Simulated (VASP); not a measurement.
# MgCd3O4 (P4/mmm) in VASP: single point with PBE

Aim: the single point of MgCd3O4 with PBE.

Everything below comes from runs of VASP 6.6.1. Logs are shortened: lines on timing, memory, paths and dates and some standing lists are left out, and cuts for length are marked.

## (1) The cell of the first run

The structure is tetragonal, space group P4/mmm (No. 123). The conventional cell has a = 3.538 Å, b = 3.538 Å, c = 10.007 Å, α = 90.00°, β = 90.00°, γ = 90.00°. Mg (site symmetry 4/mmm) has 6 O at 2.50 Å within 3.3 Å. Within 3.3 Å of Cd (site symmetry 4mm) lie 6 O at 2.50 Å. Cd (site symmetry 4/mmm) has 6 O at 2.50 Å within 3.3 Å. O (site symmetry 4/mmm) has 2 Cd at 2.50 Å and 4 Mg at 2.50 Å within 3.3 Å. O (site symmetry 4mm) has 1 Mg at 2.50 Å and 5 Cd at 2.50 Å within 3.3 Å. O (site symmetry 4/mmm) has 6 Cd at 2.50 Å within 3.3 Å.

## (2) Single point, PBE, collinear spin, ferromagnetic start

File INCAR:

```
SYSTEM = MgCd3O4
PREC = Accurate
ENCUT = 520
EDIFF = 1E-7
ISMEAR = 0
SIGMA = 0.1
LREAL = .False.
LASPH = .True.
NELM = 150
ALGO = Normal
ISIF = 2
LWAVE = .False.
LCHARG = .False.
ISPIN = 2
MAGMOM = 0 0 0 0 1 1 1 1
LORBIT = 11
GGA = PE
NBANDS = 45
```

File KPOINTS:

```
regular mesh
0
Gamma
  6 6 2
  0 0 0
```

File POSCAR:

```
MgCd3O4
1.0
    3.5378538500      0.0000000000      0.0000000000
    0.0000000000      3.5378538500      0.0000000000
    0.0000000000      0.0000000000     10.0065617800
Mg Cd O
1 3 4
Direct
    0.5000000000      0.5000000000      0.0000000000
    0.0000000000      0.0000000000      0.7500000000
    0.0000000000      0.0000000000      0.2500000000
    0.5000000000      0.5000000000      0.5000000000
    0.0000000000      0.0000000000      0.0000000000
    0.5000000000      0.5000000000      0.2500000000
    0.0000000000      0.0000000000      0.5000000000
    0.5000000000      0.5000000000      0.7500000000
```

Potentials or basis: VASP PAW PBE potentials, release 64 (Mg, Cd, O).

On the command line:

```
$ cat potpaw_PBE.64/Mg/POTCAR potpaw_PBE.64/Cd/POTCAR potpaw_PBE.64/O/POTCAR > POTCAR
$ mpirun -np 1 vasp_std > vasp.out
```

OUTCAR:

```text
SYSTEM = MgCd3O4
   PREC = Accurate
   ENCUT = 520
   EDIFF = 1E-7
   ISMEAR = 0
   LREAL = .False.
   LASPH = .True.
   NELM = 150
   ISIF = 2
   ISPIN = 2
   LORBIT = 11
   GGA = PE

 ion  position               nearest neighbor table
   1  0.500  0.500  0.000-   6 2.50   8 2.50   5 2.50   5 2.50   5 2.50   5 2.50   3 3.54   3 3.54
                             2 3.54   3 3.54   2 3.54   2 3.54   3 3.54   2 3.54
   2  0.000  0.000  0.750-   5 2.50   7 2.50   8 2.50   8 2.50   8 2.50   8 2.50   4 3.54   4 3.54
                             1 3.54   4 3.54   1 3.54   1 3.54   4 3.54   1 3.54
   3  0.000  0.000  0.250-   5 2.50   7 2.50   6 2.50   6 2.50   6 2.50   6 2.50   4 3.54   4 3.54
                             1 3.54   4 3.54   1 3.54   1 3.54   4 3.54   1 3.54
   4  0.500  0.500  0.500-   6 2.50   8 2.50   7 2.50   7 2.50   7 2.50   7 2.50   3 3.54   3 3.54
                             2 3.54   3 3.54   2 3.54   2 3.54   3 3.54   2 3.54
   5  0.000  0.000  0.000-   2 2.50   3 2.50   1 2.50   1 2.50   1 2.50   1 2.50
   6  0.500  0.500  0.250-   1 2.50   4 2.50   3 2.50   3 2.50   3 2.50   3 2.50
   7  0.000  0.000  0.500-   2 2.50   3 2.50   4 2.50   4 2.50   4 2.50   4 2.50
   8  0.500  0.500  0.750-   1 2.50   4 2.50   2 2.50   2 2.50   2 2.50   2 2.50

  LATTYP: Found a simple tetragonal cell.
 ALAT       =     3.5378538500
 C/A-ratio  =     2.8284271211

  Lattice vectors:

 A1 = (   3.5378538500,   0.0000000000,   0.0000000000)
 A2 = (   0.0000000000,   3.5378538500,   0.0000000000)
 A3 = (   0.0000000000,   0.0000000000,  10.0065617800)

Analysis of symmetry for initial positions (statically):
=====================================================================
 Subroutine PRICEL returns:
 Original cell was already a primitive cell.

 Routine SETGRP: Setting up the symmetry group for a
 simple tetragonal supercell.

 Subroutine GETGRP returns: Found 16 space group operations
 (whereof 16 operations were pure point group operations)
 out of a pool of 16 trial point group operations.

The static configuration has the point symmetry D_4h.

Analysis of symmetry for dynamics (positions and initial velocities):
=====================================================================
 Subroutine PRICEL returns:
 Original cell was already a primitive cell.

 Routine SETGRP: Setting up the symmetry group for a
 simple tetragonal supercell.

 Subroutine GETGRP returns: Found 16 space group operations
 (whereof 16 operations were pure point group operations)
 out of a pool of 16 trial point group operations.

The dynamic configuration has the point symmetry D_4h.

Analysis of structural, dynamic, and magnetic symmetry:
=====================================================================
 Subroutine PRICEL returns:
 Original cell was already a primitive cell.

 Routine SETGRP: Setting up the symmetry group for a
 simple tetragonal supercell.

 Subroutine GETGRP returns: Found 16 space group operations
 (whereof 16 operations were pure point group operations)
 out of a pool of 16 trial point group operations.

The overall configuration has the point symmetry D_4h.

 Subroutine INISYM returns: Found 16 space group operations
 (whereof 16 operations are pure point group operations),
 and found     1 'primitive' translations

----------------------------------------------------------------------------------------

                                     Primitive cell

  volume of cell :     125.2462

  direct lattice vectors                    reciprocal lattice vectors
     3.537853850  0.000000000  0.000000000     0.282657239  0.000000000  0.000000000
     0.000000000  3.537853850  0.000000000     0.000000000  0.282657239  0.000000000
     0.000000000  0.000000000 10.006561780     0.000000000  0.000000000  0.099934425

  length of vectors
     3.537853850  3.537853850 10.006561780     0.282657239  0.282657239  0.099934425

  position of ions in fractional coordinates (direct lattice)
     0.500000000  0.500000000  0.000000000
     0.000000000  0.000000000  0.750000000
     0.000000000  0.000000000  0.250000000
     0.500000000  0.500000000  0.500000000
     0.000000000  0.000000000  0.000000000
     0.500000000  0.500000000  0.250000000
     0.000000000  0.000000000  0.500000000
     0.500000000  0.500000000  0.750000000

  ion indices of the primitive-cell ions
[... 65 lines left out ...]
   NGXF,Y,Z  is equivalent  to a cutoff of  26.31, 26.31, 26.58 a.u.
 SYSTEM =  MgCd3O4
   PREC   = accura    normal or accurate (medium, high low for compatibility)
   ISTART =      0    job   : 0-new  1-cont  2-samecut
   ICHARG =      2    charge: 1-file 2-atom 10-const
   ISPIN  =      2    spin polarized calculation?
   LNONCOLLINEAR =      F non collinear calculations
   LSORBIT =      F    spin-orbit coupling
   LASPH  =      T    aspherical Exc in radial PAW
   ENCUT  =  520.0 eV  38.22 Ry    6.18 a.u.   6.58  6.58 18.61*2*pi/ulx,y,z
   NELM   =    150;   NELMIN=  2; NELMDL= -5     # of ELM steps
   EDIFF  = 0.1E-06   stopping-criterion for ELM
   LREAL  =      F    real-space projection
   EDIFFG = 0.1E-05   stopping-criterion for IOM
   NSW    =      0    number of steps for IOM
   IBRION =     -1    ionic relax: 0-MD 1-quasi-New 2-CG
   NFREE  =      0    steps in history (QN), initial steepest desc. (CG)
   ISIF   =      2    stress and relaxation
   ISYM   =      2    0-nonsym 1-usesym 2-fastsym
   POTIM  = 0.5000    time-step for ionic-motion
   TEBEG  =    0.0;   TEEND  =   0.0 temperature during run
   PSTRESS=    0.0 pullay stress
   NELECT =      62.0000    total number of electrons
   NUPDOWN=      -1.0000    fix difference up-down
   EMIN   =  10.00;   EMAX   =-10.00  energy-range for DOS
   EFERMI =   0.00;   METHOD = LEGACY
   ISMEAR =     0;   SIGMA  =   0.10  broadening in eV -4-tet -1-fermi 0-gaus
   EFERMI_NEDOS =   21; number of points for ismear=-14 and -15
   IALGO  =     38    algorithm
   IMIX   =      4    mixing-type and parameters
     AMIX     =   0.40;   BMIX     =  1.00
     AMIX_MAG =   1.60;   BMIX_MAG =  1.00
  volume/ion in A,a.u.               =      15.66       105.65
  Fermi-wavevector in a.u.,A,eV,Ry     =   1.295042  2.447274 22.818789  1.677134
  Thomas-Fermi vector in A             =   2.426587
   LORBIT       =     11    0 simple, 1 ext, 2 COOP (PROOUT), +10 PAW based schemes
   GGA     = PE    functional components
   LHFCALC =     F    Hartree Fock is set to
   AEXX    =    0.0000 exact exchange contribution
   IVDW    =     0    specifies the selected vdW correction
   LEPSILON=     F    determine dielectric tensor
   LRPA    =     F    only Hartree local field effects (RPA)
 spin polarized calculation
 Gauss-broadening in eV      SIGMA  =   0.10
  energy-cutoff  :      520.00
  volume of cell :      125.25
 maximum number of plane-waves:      3413
 NGX is ok and might be reduce to    28
   NGX = 13   NGY = 13   NGZ = 37

 number of electron      62.0000015 magnetization      -0.0180465

 number of electron      62.0000015 magnetization       0.0000101

 Free energy of the ion-electron system (eV)
  ---------------------------------------------------
  ext. energy  EPLUGINS =         0.00000000
  ---------------------------------------------------
  free energy    TOTEN  =       -33.03986448 eV

  energy without entropy =      -33.03592730  energy(sigma->0) =      -33.03789589

 E-fermi :   0.6415     XC(G=0): -10.2274

 val. band max:        0.5663178938   @ k =   0.5000   0.0000   0.0000
 cond. band min:       1.5557107762   @ k =   0.1667   0.0000   0.0000
 fundamental gap:      0.9893928824
 Fermi energy:         0.6415434132

 spin component 1

 k-point     1 :       0.0000    0.0000    0.0000
  band No.  band energies     occupation
      1     -15.6109      1.00000
      2     -15.3765      1.00000
      3     -15.3256      1.00000
      4     -15.1122      1.00000
      5      -6.2165      1.00000
      6      -6.1262      1.00000
[... 909 lines left out ...]
     42       9.8103      0.00000
     43       9.8103      0.00000
 Fermi energy:         0.6415434132

 spin component 2

 k-point     1 :       0.0000    0.0000    0.0000
  band No.  band energies     occupation
      1     -15.6109      1.00000
      2     -15.3765      1.00000
      3     -15.3256      1.00000
      4     -15.1123      1.00000
      5      -6.2165      1.00000
      6      -6.1262      1.00000
[... 909 lines left out ...]
     42       9.8103      0.00000
     43       9.8103      0.00000
 [bands above 43 left out]

------------------------ aborting loop because EDIFF is reached ----------------------------------------

  FORCE on cell =-STRESS in cart. coord.  units (eV):
  Direction    XX          YY          ZZ          XY          YZ          ZX
  --------------------------------------------------------------------------------------
  -------------------------------------------------------------------------------------
  Total      -12.5092788    -12.5092788    -12.4803858      0.0000000     -0.0000000      0.0000000
  in kB     -160.0214486   -160.0214486   -159.6518424      0.0000000     -0.0000000      0.0000000
  external PRESSURE =    -159.8982465 kB  Pullay stress =       0.0000000 kB

 VOLUME and BASIS-vectors are now :
 -----------------------------------------------------------------------------
  energy-cutoff  :      520.00
  volume of cell :      125.25
      direct lattice vectors                 reciprocal lattice vectors
     3.537853850  0.000000000  0.000000000     0.282657239  0.000000000  0.000000000
     0.000000000  3.537853850  0.000000000     0.000000000  0.282657239  0.000000000
     0.000000000  0.000000000 10.006561780     0.000000000  0.000000000  0.099934425

 POSITION                                       TOTAL-FORCE (eV/Angst)
 -----------------------------------------------------------------------------------
      1.76893      1.76893      0.00000        -0.000000     -0.000000     -0.000000
      0.00000      0.00000      7.50492         0.000000     -0.000000      0.013190
      0.00000      0.00000      2.50164        -0.000000     -0.000000     -0.013190
      1.76893      1.76893      5.00328        -0.000000     -0.000000     -0.000000
      0.00000      0.00000      0.00000        -0.000000     -0.000000     -0.000000
      1.76893      1.76893      2.50164         0.000000      0.000000     -0.524769
      0.00000      0.00000      5.00328        -0.000000     -0.000000     -0.000000
      1.76893      1.76893      7.50492        -0.000000      0.000000      0.524769
 -----------------------------------------------------------------------------------
    total drift:                                0.000000      0.000000      0.000000

  FREE ENERGIE OF THE ION-ELECTRON SYSTEM (eV)
  ---------------------------------------------------
  free  energy   TOTEN  =       -33.0398644811 eV

  energy  without entropy=      -33.0359273024  energy(sigma->0) =      -33.03789589

 total charge

# of ion       s       p       d       tot
------------------------------------------
    1        0.108   0.075   0.022   0.205
    2        0.318   0.187   9.617  10.122
    3        0.318   0.187   9.617  10.122
    4        0.314   0.185   9.620  10.118
    5        1.561   3.303   0.000   4.864
    6        1.573   3.281   0.000   4.854
    7        1.576   3.275   0.000   4.851
    8        1.573   3.281   0.000   4.854
--------------------------------------------------
tot          7.341  13.774  28.875  49.990

 magnetization (x)

# of ion       s       p       d       tot
------------------------------------------
    1        0.000   0.000   0.000   0.000
    2        0.000   0.000  -0.000   0.000
    3        0.000   0.000  -0.000   0.000
    4        0.000   0.000  -0.000   0.000
    5        0.000  -0.000   0.000  -0.000
    6       -0.000  -0.000   0.000  -0.000
    7       -0.000  -0.000   0.000  -0.000
    8       -0.000  -0.000   0.000  -0.000
--------------------------------------------------
tot          0.000  -0.000  -0.000  -0.000
```

Wall time 2.8 min (1 thread of Intel Xeon 6975P-C (Granite Rapids), shared host); peak memory 0.38 GiB.

What came out:

| Property | Result |
| --- | --- |
| Free energy | -33.0399 eV |
| Pressure | -16.0 GPa |
| Largest force | 0.525 eV/Å |
| Band gap on the k mesh | zero (filled and empty bands overlap) |
| Net moment | 0.00 μB per cell |
| Valence electrons inside the program's atomic spheres | Mg 0.20; Cd 10.12; O 4.86, 4.85 (each value once) |

Forces on the atoms (eV/Å):
```
Mg   0.000  0.000  0.000
Cd   0.000  0.000  0.013
Cd   0.000  0.000 -0.013
Cd   0.000  0.000  0.000
O    0.000  0.000  0.000
O    0.000  0.000 -0.525
O    0.000  0.000  0.000
O    0.000  0.000  0.525
```

Caveat: the cell stands under tension; semilocal functionals underestimate gaps, and a narrow one can read as zero.

The gap in the log of VASP goes by the Fermi energy; the results here count the filled bands.